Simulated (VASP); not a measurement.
A run of VASP 6.6.1 is set up as follows.

File INCAR:

```
SYSTEM = Mg8H
ALGO = Normal
DIPOL = 0.5 0.5 0.320
EDIFF = 1E-6
ENCUT = 520
GGA = PE
IDIPOL = 3
ISIF = 2
ISMEAR = 0
LASPH = .True.
LCHARG = .False.
LDIPOL = .True.
LREAL = .False.
LWAVE = .False.
NBANDS = 18
NELM = 100
PREC = Accurate
SIGMA = 0.1
```

Contents of KPOINTS:

```
k-points
0
Gamma
  4 5 1
  0 0 0
```

File POSCAR:

```
Mg8H
1.0
    6.4201385733      0.0000000000      0.0000000000
    0.0000000000      5.1379129567      0.0000000000
    0.0000000000      0.0000000000     19.1644777330
Mg H
8 1
Direct
    0.0000000000      0.7500000000      0.2087194890
    0.5000000000      0.7500000000      0.2087194890
    0.2500000000      0.2500000000      0.2570728643
    0.7500000000      0.2500000000      0.2570728643
    0.2500000000      0.7500000000      0.3587181927
    0.7500000000      0.7500000000      0.3587181927
    0.0000000000      0.2500000000      0.3999314690
    0.5000000000      0.2500000000      0.3999314690
    0.2500000000      0.5000000000      0.4331868681
```

Potentials or basis: VASP PAW PBE potentials, release 64 (Mg, H).

The run is started by

```console
$ cat potpaw_PBE.64/Mg/POTCAR potpaw_PBE.64/H/POTCAR > POTCAR
$ mpirun -np 1 vasp_std > vasp.out
```

Problem. What does it give for the band gap on the k mesh?

Solution. Zero (an odd number of electrons rules out a gap without spin polarisation).

Problem. What does it give for the largest force?

Solution. 0.460 eV/Å.

Forces on the atoms (eV/Å):
```
Mg   0.035 -0.049  0.198
Mg  -0.035 -0.049  0.198
Mg   0.000 -0.025 -0.190
Mg   0.000  0.117 -0.143
Mg   0.000  0.136 -0.088
Mg   0.000 -0.010 -0.041
Mg   0.120  0.170  0.035
Mg  -0.120  0.170  0.035
H    0.000 -0.460 -0.004
```
